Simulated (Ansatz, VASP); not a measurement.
**Hf8O17: VASP beside Ansatz**

```
CELL_PARAMETERS angstrom
-0.89291 5.21249 5.27760
4.26871 0.00000 5.27256
5.16162 5.21249 -0.00503
ATOMIC_POSITIONS crystal
Hf 0.43959 0.27791 0.01701
Hf 0.94560 0.75413 0.52029
Hf 0.99924 0.77302 0.95734
Hf 0.51315 0.26976 0.45847
Hf 0.05498 0.22207 0.49860
Hf 0.55505 0.72826 0.00042
Hf 0.49582 0.71534 0.55937
Hf 0.96872 0.21161 0.07185
O 0.13111 0.83352 0.62050
O 0.63235 0.33791 0.11907
O 0.11016 0.40141 0.14466
O 0.61252 0.90571 0.64036
O 0.36671 0.65394 0.89977
O 0.86162 0.14805 0.40540
O 0.39067 0.07859 0.37526
O 0.88944 0.57630 0.87787
O 0.31415 0.09155 0.94792
O 0.80384 0.51157 0.56982
O 0.03448 0.10988 0.81740
O 0.57258 0.60406 0.30834
O 0.20197 0.46651 0.45573
O 0.68740 0.96856 0.96288
O 0.45585 0.38072 0.70168
O 0.91673 0.87123 0.21740
O 0.25366 0.93342 0.16382
```

Alike in both runs: functional PBE; k mesh 1 × 1 × 1; occupations fermi-dirac, width 0.01 eV; no spin polarisation.

Ansatz relaxed the structure, and its values are those at the end. VASP's run is a single point on that final structure, the one shown.

|  | VASP | Ansatz |
| --- | --- | --- |
| version | VASP 6.6.1 | Ansatz 0.2.0 |
| potentials or method | VASP PAW PBE potentials, release 64 (Hf_pv, O), cutoff 520 eV | plane-wave PAW DFT |
| valence electrons in the cell | 182 | 310 |

```tsv
	VASP	Ansatz	Ansatz less VASP
rms of the force components (eV/Å)	0.049	0.006	-0.0432
```

With one functional, cell and mesh, what is left measures potentials, basis and numerics. VASP's potentials hold 182 valence electrons a cell and Ansatz's 310, so a difference there can come from the potentials and not from the codes.

Spin-orbit coupling is off throughout.
